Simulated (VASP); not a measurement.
# TiSi16 (a cell with a defect) in VASP: further runs

The runs below take TiSi16 (a cell with a defect) through single point, with PBE.

All numbers are computed with VASP 6.6.1; they aren't measurements. Logs are shortened: lines on timing, memory, paths and dates and some standing lists are left out, and cuts for length are marked.

## (1) The cell of the first run

The cell holds a defect, 17 atoms: a = 7.679 Å, b = 7.679 Å, c = 7.679 Å, α = 60.00°, β = 60.00°, γ = 60.00°.

## (2) Single point, PBE

Contents of INCAR:

```
PREC = Accurate
ENCUT = 520
EDIFF = 1E-6
ISMEAR = -1
SIGMA = 0.05
LREAL = Auto
LASPH = T
NELM = 100
ALGO = Normal
ISIF = 2
LWAVE = F
LCHARG = T
GGA = PE
LELF = T
LVHAR = T
NBANDS = 52
```

Contents of KPOINTS:

```
Automatic mesh
0
Gamma
  2 2 2
```

Contents of POSCAR:

```
TiSi16
1.0
    0.0000000000      5.4300000000      5.4300000000
    5.4300000000      0.0000000000      5.4300000000
    5.4300000000      5.4300000000      0.0000000000
Si Ti
16 1
Direct
    0.0011916242     -0.0004361107     -0.0001353239
    0.1329786041      0.1250084482      0.1252900548
    0.0112621171     -0.0073614232      0.4982702998
    0.1328976111      0.1250416724      0.6172108011
    0.0112950712      0.4979861974     -0.0070925137
    0.1329484404      0.6169099729      0.1253074896
    0.0112380384      0.4980209584      0.4982873394
    0.1336779696      0.6220790489      0.6223509483
    0.5148801146      0.0006103007      0.0008815999
    0.6385712161      0.1204480771      0.1206726772
    0.5147356642      0.0007325032      0.4839938956
    0.6382383091      0.1259457239      0.6180647006
    0.5148219893      0.4837698771      0.0009370175
    0.6382760046      0.6178159524      0.1262165713
    0.5041093153      0.4986027834      0.4988692076
    0.6382105484      0.6179225685      0.6181115489
    0.3870470626      0.8709581493      0.8711849858
```

Potentials or basis: VASP PAW PBE potentials, release 64 (Si, Ti_sv).

Started as:

```sh
cat potpaw_PBE.64/Si/POTCAR potpaw_PBE.64/Ti_sv/POTCAR > POTCAR
mpirun -np 1 vasp_std > vasp.out
```

OUTCAR:

```text
PREC = Accurate
   ENCUT = 520
   EDIFF = 1E-6
   ISMEAR = -1
   LREAL = Auto
   LASPH = T
   NELM = 100
   ISIF = 2
   GGA = PE

 ion  position               nearest neighbor table
   1  0.001  1.000  1.000-  10 2.27   4 2.40   6 2.40   2 2.40  17 2.42
   2  0.133  0.125  0.125-   5 2.34   3 2.34   9 2.39   1 2.40  17 2.76
   3  0.011  0.993  0.498-   8 2.32   4 2.34   2 2.34  12 2.34
   4  0.133  0.125  0.617-   3 2.34   7 2.34  11 2.39   1 2.40  17 2.76
   5  0.011  0.498  0.993-   8 2.32   6 2.34   2 2.34  14 2.34
   6  0.133  0.617  0.125-   5 2.34   7 2.34  13 2.39   1 2.40  17 2.76
   7  0.011  0.498  0.498-   8 2.32   4 2.34   6 2.34  16 2.34
   8  0.134  0.622  0.622-  15 2.32   5 2.32   3 2.32   7 2.32
   9  0.515  0.001  0.001-  10 2.28   2 2.39  14 2.40  12 2.40  17 2.43
  10  0.639  0.120  0.121-   1 2.27   9 2.28  13 2.28  11 2.28
  11  0.515  0.001  0.484-  10 2.28   4 2.39  12 2.40  16 2.40  17 2.43
  12  0.638  0.126  0.618-  15 2.34   3 2.34  11 2.40   9 2.40  17 2.75
  13  0.515  0.484  0.001-  10 2.28   6 2.39  14 2.40  16 2.40  17 2.43
  14  0.638  0.618  0.126-  15 2.34   5 2.34  13 2.40   9 2.40  17 2.75
  15  0.504  0.499  0.499-   8 2.32  14 2.34  12 2.34  16 2.34
  16  0.638  0.618  0.618-  15 2.34   7 2.34  11 2.40  13 2.40  17 2.75
  17  0.387  0.871  0.871-   1 2.42   9 2.43  13 2.43  11 2.43  16 2.75  12 2.75  14 2.75   4 2.76
                             6 2.76   2 2.76

  LATTYP: Found a face centered cubic cell.
 ALAT       =    10.8600000000

  Lattice vectors:

 A1 = (   0.0000000000,   5.4300000000,   5.4300000000)
 A2 = (   5.4300000000,   0.0000000000,   5.4300000000)
 A3 = (   5.4300000000,   5.4300000000,   0.0000000000)

Analysis of symmetry for initial positions (statically):
=====================================================================
 Subroutine PRICEL returns:
 Original cell was already a primitive cell.

 Routine SETGRP: Setting up the symmetry group for a
 face centered cubic supercell.

 Subroutine GETGRP returns: Found  1 space group operations
 (whereof  1 operations were pure point group operations)
 out of a pool of 48 trial point group operations.

The static configuration has the point symmetry C_1 .

Analysis of symmetry for dynamics (positions and initial velocities):
=====================================================================
 Subroutine PRICEL returns:
 Original cell was already a primitive cell.

 Routine SETGRP: Setting up the symmetry group for a
 face centered cubic supercell.

 Subroutine GETGRP returns: Found  1 space group operations
 (whereof  1 operations were pure point group operations)
 out of a pool of 48 trial point group operations.

The dynamic configuration has the point symmetry C_1 .

 Subroutine INISYM returns: Found  1 space group operations
 (whereof  1 operations are pure point group operations),
 and found     1 'primitive' translations

----------------------------------------------------------------------------------------

                                     Primitive cell

  volume of cell :     320.2060

  direct lattice vectors                    reciprocal lattice vectors
     0.000000000  5.430000000  5.430000000    -0.092081031  0.092081031  0.092081031
     5.430000000  0.000000000  5.430000000     0.092081031 -0.092081031  0.092081031
     5.430000000  5.430000000  0.000000000     0.092081031  0.092081031 -0.092081031

  length of vectors
     7.679179644  7.679179644  7.679179644     0.159489025  0.159489025  0.159489025

  position of ions in fractional coordinates (direct lattice)
     0.001191624  0.999563889  0.999864676
     0.132978604  0.125008448  0.125290055
     0.011262117  0.992638577  0.498270300
     0.132897611  0.125041672  0.617210801
     0.011295071  0.497986197  0.992907486
     0.132948440  0.616909973  0.125307490
[... 9 lines left out ...]
     0.638210548  0.617922568  0.618111549
     0.387047063  0.870958149  0.871184986

  ion indices of the primitive-cell ions
   primitive index   ion index
                 1           1
                 2           2
                 3           3
                 4           4
                 5           5
                 6           6
[... 9 lines left out ...]
                16          16
                17          17

----------------------------------------------------------------------------------------

 KPOINTS: Automatic mesh

Automatic generation of k-mesh.
 Grid dimensions read from file:
 generate k-points for:    2    2    2

 Generating k-lattice:

  Cartesian coordinates                     Fractional coordinates (reciprocal lattice)
    -0.046040516  0.046040516  0.046040516     0.500000000  0.000000000  0.000000000
     0.046040516 -0.046040516  0.046040516     0.000000000  0.500000000  0.000000000
     0.046040516  0.046040516 -0.046040516     0.000000000  0.000000000  0.500000000

  Length of vectors
     0.079744512  0.079744512  0.079744512

  Shift w.r.t. Gamma in fractional coordinates (k-lattice)
     0.000000000  0.000000000  0.000000000

 Subroutine IBZKPT returns following result:
 ===========================================

 Found      8 irreducible k-points:

 Following reciprocal coordinates:
            Coordinates               Weight
  0.000000  0.000000  0.000000      1.000000
  0.500000  0.000000  0.000000      1.000000
  0.000000  0.500000  0.000000      1.000000
  0.000000  0.000000  0.500000      1.000000
  0.500000  0.500000  0.500000      1.000000
  0.500000  0.500000  0.000000      1.000000
  0.000000  0.500000  0.500000      1.000000
  0.500000  0.000000  0.500000      1.000000
   k-points           NKPTS =      8   k-points in BZ     NKDIM =      8   number of bands    NBANDS=     52
   number of dos      NEDOS =    301   number of ions     NIONS =     17
   total plane-waves  NPLWV = 216000
   dimension x,y,z NGX =    60 NGY =   60 NGZ =   60
   dimension x,y,z NGXF=   120 NGYF=  120 NGZF=  120
   ions per type =              16   1
   NGX,Y,Z   is equivalent  to a cutoff of  12.99, 12.99, 12.99 a.u.
   NGXF,Y,Z  is equivalent  to a cutoff of  25.98, 25.98, 25.98 a.u.
 SYSTEM =  unknown system
   PREC   = accura    normal or accurate (medium, high low for compatibility)
   ISTART =      0    job   : 0-new  1-cont  2-samecut
   ICHARG =      2    charge: 1-file 2-atom 10-const
   ISPIN  =      1    spin polarized calculation?
   LNONCOLLINEAR =      F non collinear calculations
   LSORBIT =      F    spin-orbit coupling
   LASPH  =      T    aspherical Exc in radial PAW
   ENCUT  =  520.0 eV  38.22 Ry    6.18 a.u.  14.28 14.28 14.28*2*pi/ulx,y,z
   NELM   =    100;   NELMIN=  2; NELMDL= -5     # of ELM steps
   EDIFF  = 0.1E-05   stopping-criterion for ELM
   LREAL  =      T    real-space projection
   EDIFFG = 0.1E-04   stopping-criterion for IOM
   NSW    =      0    number of steps for IOM
   IBRION =     -1    ionic relax: 0-MD 1-quasi-New 2-CG
   NFREE  =      0    steps in history (QN), initial steepest desc. (CG)
   ISIF   =      2    stress and relaxation
   ISYM   =      2    0-nonsym 1-usesym 2-fastsym
   POTIM  = 0.5000    time-step for ionic-motion
   TEBEG  =    0.0;   TEEND  =   0.0 temperature during run
   PSTRESS=    0.0 pullay stress
   NELECT =      76.0000    total number of electrons
   NUPDOWN=      -1.0000    fix difference up-down
   EMIN   =  10.00;   EMAX   =-10.00  energy-range for DOS
   EFERMI =   0.00;   METHOD = LEGACY
   ISMEAR =    -1;   SIGMA  =   0.05  broadening in eV -4-tet -1-fermi 0-gaus
   EFERMI_NEDOS =   21; number of points for ismear=-14 and -15
   IALGO  =     38    algorithm
   IMIX   =      4    mixing-type and parameters
     AMIX     =   0.40;   BMIX     =  1.00
     AMIX_MAG =   1.60;   BMIX_MAG =  1.00
  volume/ion in A,a.u.               =      18.84       127.11
  Fermi-wavevector in a.u.,A,eV,Ry     =   1.013607  1.915439 13.978610  1.027399
  Thomas-Fermi vector in A             =   2.146786
   LORBIT       =      0    0 simple, 1 ext, 2 COOP (PROOUT), +10 PAW based schemes
   GGA     = PE    functional components
   LHFCALC =     F    Hartree Fock is set to
   AEXX    =    0.0000 exact exchange contribution
   IVDW    =     0    specifies the selected vdW correction
   LEPSILON=     F    determine dielectric tensor
   LRPA    =     F    only Hartree local field effects (RPA)
 non-spin polarized calculation
  energy-cutoff  :      520.00
  volume of cell :      320.21
 maximum number of plane-waves:      8646
 NGX is ok and might be reduce to    60
   NGX = 29   NGY = 29   NGZ = 29

 number of electron      76.0000003 magnetization

 Free energy of the ion-electron system (eV)
  ---------------------------------------------------
  ext. energy  EPLUGINS =         0.00000000
  ---------------------------------------------------
  free energy    TOTEN  =       -92.26384924 eV

  energy without entropy =      -92.16634973  energy(sigma->0) =      -92.21509949

 E-fermi :   6.9259     XC(G=0):  -9.7506

 val. band max:        6.8999374175   @ k =   0.0000   0.5000   0.5000
 cond. band min:       6.9597538338   @ k =   0.5000   0.5000   0.5000
 fundamental gap:      0.0598164163
 Fermi energy:         6.9259348337

 k-point     1 :       0.0000    0.0000    0.0000
  band No.  band energies     occupation
      1     -49.8510      2.00000
      2     -26.2267      2.00000
      3     -26.2266      2.00000
      4     -26.2223      2.00000
      5      -5.7199      2.00000
      6      -3.5168      2.00000
[... 42 lines left out ...]
     49       8.1774      0.00000
     50       8.4921      0.00000

 k-point     2 :       0.5000    0.0000    0.0000
  band No.  band energies     occupation
      1     -49.8510      2.00000
      2     -26.2267      2.00000
      3     -26.2266      2.00000
      4     -26.2223      2.00000
      5      -5.0107      2.00000
      6      -4.8020      2.00000
[... 310 lines left out ...]
 k-point     8 :       0.5000    0.0000    0.5000
  band No.  band energies     occupation
      1     -49.8510      2.00000
      2     -26.2267      2.00000
      3     -26.2266      2.00000
      4     -26.2223      2.00000
      5      -4.6929      2.00000
      6      -4.5995      2.00000
[... 42 lines left out ...]
     49       9.8735      0.00000
     50      10.5406      0.00000
 [bands above 50 left out]

------------------------ aborting loop because EDIFF is reached ----------------------------------------

  FORCE on cell =-STRESS in cart. coord.  units (eV):
  Direction    XX          YY          ZZ          XY          YZ          ZX
  --------------------------------------------------------------------------------------
  -------------------------------------------------------------------------------------
  Total        8.0862063      8.0772886      8.0816331     -0.0306481      0.0304471     -0.0342754
  in kB       40.4600032     40.4153830     40.4371210     -0.1533503      0.1523447     -0.1715000
  external PRESSURE =      40.4375024 kB  Pullay stress =       0.0000000 kB

 VOLUME and BASIS-vectors are now :
 -----------------------------------------------------------------------------
  energy-cutoff  :      520.00
  volume of cell :      320.21
      direct lattice vectors                 reciprocal lattice vectors
     0.000000000  5.430000000  5.430000000    -0.092081031  0.092081031  0.092081031
     5.430000000  0.000000000  5.430000000     0.092081031 -0.092081031  0.092081031
     5.430000000  5.430000000  0.000000000     0.092081031  0.092081031 -0.092081031

 POSITION                                       TOTAL-FORCE (eV/Angst)
 -----------------------------------------------------------------------------------
     10.85690      5.43574      5.43410         0.008125     -0.007601     -0.007975
      1.35912      1.40240      1.40087         0.001969      0.002347      0.000918
      8.09564      2.76676      5.45118         0.004703     -0.005136      0.018763
      4.03043      4.07309      1.40061        -0.001005     -0.002493      0.001810
      8.09555      5.45282      2.76540         0.004879      0.018901     -0.004717
      4.03024      1.40233      4.07173        -0.001293      0.002485     -0.002511
[... 9 lines left out ...]
      6.71167      6.82183      6.82080         0.014987      0.008789      0.008084
      9.45984      6.83220      6.83097        -0.002920      0.000054      0.002093
 -----------------------------------------------------------------------------------
    total drift:                               -0.010451      0.003762      0.009101

  FREE ENERGIE OF THE ION-ELECTRON SYSTEM (eV)
  ---------------------------------------------------
  free  energy   TOTEN  =       -92.2638492438 eV

  energy  without entropy=      -92.1663497308  energy(sigma->0) =      -92.21509949
```

It took 2.4 min on 1 thread of Intel Xeon 6975P-C (Granite Rapids), shared host; peak memory 0.5 GiB.

What came out:

- Free energy: -92.2638 eV
- Pressure: 4.0 GPa
- Largest force: 0.023 eV/Å
- Band gap on the k mesh: zero (bands 38 and 39 overlap by 0.42 eV)

Forces in eV/Å, atoms in the order of the input:
```
Si   0.008 -0.008 -0.008
Si   0.002  0.002  0.001
Si   0.005 -0.005  0.019
Si  -0.001 -0.002  0.002
Si   0.005  0.019 -0.005
Si  -0.001  0.002 -0.003
Si  -0.018 -0.005 -0.005
Si   0.003 -0.004 -0.003
Si  -0.009 -0.005 -0.005
Si   0.013 -0.014 -0.013
Si   0.004  0.010 -0.004
Si  -0.007  0.009 -0.016
Si   0.005 -0.004  0.009
Si  -0.007 -0.017  0.008
Si  -0.013  0.013  0.013
Si   0.015  0.009  0.008
Ti  -0.003  0.000  0.002
```

Levels at points of the mesh, in eV from the Fermi level:
| k point | band 34 | band 35 | band 36 | band 37 | band 38 | band 39 | band 40 | band 41 |
| --- | --- | --- | --- | --- | --- | --- | --- | --- |
| (0.00, 0.00, 0.00) | -0.99 | -0.99 | -0.99 | -0.41 | -0.39 | -0.39 | -0.09 | -0.09 |
| (0.50, 0.00, 0.00) | -1.97 | -1.36 | -1.36 | -0.28 | 0.03 | 0.03 | 0.46 | 0.46 |
| (0.00, 0.50, 0.00) | -1.96 | -1.36 | -1.36 | -0.27 | 0.03 | 0.06 | 0.45 | 0.45 |
| (0.00, 0.00, 0.50) | -1.96 | -1.36 | -1.36 | -0.27 | 0.03 | 0.06 | 0.45 | 0.45 |
| (0.50, 0.50, 0.50) | -1.96 | -1.36 | -1.36 | -0.27 | 0.03 | 0.06 | 0.45 | 0.45 |
| (0.50, 0.50, 0.00) | -2.00 | -2.00 | -1.87 | -0.69 | -0.03 | 0.58 | 0.59 | 1.11 |
| (0.00, 0.50, 0.50) | -2.00 | -2.00 | -1.87 | -0.69 | -0.03 | 0.58 | 0.59 | 1.11 |
| (0.50, 0.00, 0.50) | -2.00 | -2.00 | -1.87 | -0.69 | -0.03 | 0.58 | 0.59 | 1.11 |

Caveat: the k points lie up to 0.50 Å⁻¹ apart.

## (3) Single point, PBE

Contents of INCAR:

```
PREC = Accurate ; ENCUT = 520
EDIFF = 1E-6 ; ISMEAR = -1
SIGMA = 0.05 ; LREAL = Auto
LASPH = T ; NELM = 60
ALGO = Normal ; ISIF = 2
LWAVE = F ; LCHARG = F
GGA = PE ; NBANDS = 52
```

KPOINTS is that of step 2.

Contents of POSCAR:

```
TiSi16
1.0
    0.0000000000      5.4300000000      5.4300000000
    5.4300000000      0.0000000000      5.4300000000
    5.4300000000      5.4300000000      0.0000000000
Si Ti
16 1
Direct
   -0.0164346285      0.0148545831      0.0007043193
    0.1177864156      0.1380610656      0.1262848730
   -0.0010753730      0.0031946372      0.4988581113
    0.1177649317      0.1380728272      0.6177108533
   -0.0020530249      0.5111648791     -0.0071496421
    0.1168280653      0.6331738386      0.1249198754
   -0.0020606227      0.5111746204      0.4978786206
    0.1223971509      0.6327781920      0.6223331039
    0.5007893359      0.0148459380      0.0007195540
    0.6201788637      0.1394359817      0.1201257205
    0.5007623240      0.0148611518      0.4835124902
    0.6263524195      0.1380660673      0.6177230630
    0.4992994754      0.5020724353     -0.0007566100
    0.6249876152      0.6331724237      0.1249236570
    0.4929138167      0.5111690173      0.4978827772
    0.6249804991      0.6331749167      0.6167696692
    0.3706924461      0.8878974052      0.8706411445
```

Potentials or basis: VASP PAW PBE potentials, release 64 (Si, Ti_sv).

Started as:

```sh
cat potpaw_PBE.64/Si/POTCAR potpaw_PBE.64/Ti_sv/POTCAR > POTCAR
mpirun -np 1 vasp_std > vasp.out
```

It took 2.4 min on 1 thread of Intel Xeon 6975P-C (Granite Rapids), shared host; peak memory 0.5 GiB.

It converged, with:

```
Free energy            : -92.2633 eV
Pressure               : 4.0 GPa
Largest force          : 0.031 eV/Å
Band gap on the k mesh : zero (bands 38 and 39 overlap by 0.42 eV)
```

Forces in eV/Å, atoms in the order of the input:
```
Si   0.001 -0.001  0.015
Si  -0.022 -0.010  0.010
Si   0.018 -0.018  0.018
Si   0.010  0.022  0.010
Si   0.016  0.007 -0.007
Si   0.007 -0.009 -0.004
Si  -0.007 -0.016 -0.007
Si   0.001  0.000  0.001
Si   0.002 -0.015  0.001
Si  -0.014  0.014 -0.014
Si   0.015 -0.001  0.001
Si   0.010 -0.010 -0.022
Si  -0.017  0.017 -0.017
Si   0.008  0.004  0.009
Si  -0.007  0.007  0.016
Si  -0.004 -0.009  0.007
Ti  -0.017  0.019 -0.018
```

Levels at points of the mesh, in eV from the Fermi level:
| k point | band 35 | band 36 | band 37 | band 38 | band 39 | band 40 |
| --- | --- | --- | --- | --- | --- | --- |
| (0.00, 0.00, 0.00) | -0.99 | -0.98 | -0.42 | -0.39 | -0.39 | -0.09 |
| (0.50, 0.00, 0.00) | -1.37 | -1.36 | -0.27 | 0.03 | 0.06 | 0.45 |
| (0.00, 0.50, 0.00) | -1.36 | -1.36 | -0.28 | 0.03 | 0.03 | 0.46 |
| (0.00, 0.00, 0.50) | -1.37 | -1.36 | -0.27 | 0.03 | 0.06 | 0.45 |
| (0.50, 0.50, 0.50) | -1.37 | -1.36 | -0.27 | 0.03 | 0.06 | 0.45 |
| (0.50, 0.50, 0.00) | -2.00 | -1.87 | -0.69 | -0.03 | 0.57 | 0.59 |
| (0.00, 0.50, 0.50) | -2.00 | -1.87 | -0.69 | -0.03 | 0.57 | 0.59 |
| (0.50, 0.00, 0.50) | -2.00 | -1.87 | -0.69 | -0.03 | 0.57 | 0.59 |

Caveat: the k points lie up to 0.50 Å⁻¹ apart.
